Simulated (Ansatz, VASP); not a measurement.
SiNi: VASP beside Ansatz

```
Si Ni
1.0
     4.46481    0.00000    0.00000
     0.00000    4.46481    0.00000
     0.00000    0.00000    4.46481
Si Ni
4 4
Direct
  0.83334 0.83334 0.83334
  0.66666 0.16666 0.33334
  0.33334 0.66666 0.16666
  0.16666 0.33334 0.66666
  0.14939 0.14939 0.14939
  0.35061 0.85061 0.64939
  0.64939 0.35061 0.85061
  0.85061 0.64939 0.35061
```

Change from the starting cell: mode 21 (334.1 1/cm) frozen in, largest displacement +0.105 Å.

Alike in both runs: task single point; functional r2SCAN; k mesh 10 × 10 × 10; occupations gaussian, width 0.15 eV; no spin polarisation.

```csv
,VASP,Ansatz
version,VASP 6.6.1,Ansatz 0.2.0
potentials or method,"VASP PAW PBE potentials, release 64 (Si, Ni), cutoff 520 eV","scalar-relativistic, plane waves, PAW"
valence electrons in the cell,56,88
```

```csv
,VASP,Ansatz,Ansatz less VASP
gap on the k mesh at the Fermi level (eV),none,none,-
pressure (GPa),1.9,1.8,-0.12
rms of the force components (eV/Å),0.492,0.491,-0.0015
```

VASP's potentials were made for PBE, not for r2SCAN. Atom by atom the forces differ by 0.001 eV/Å (rms over components). A gap of «none» marks a metal or a gap that the smearing closes. The functional is the same, so the differences come from potentials, cutoffs and numerics. VASP's potentials hold 56 valence electrons a cell and Ansatz's 88, so a difference there can come from the potentials and not from the codes.
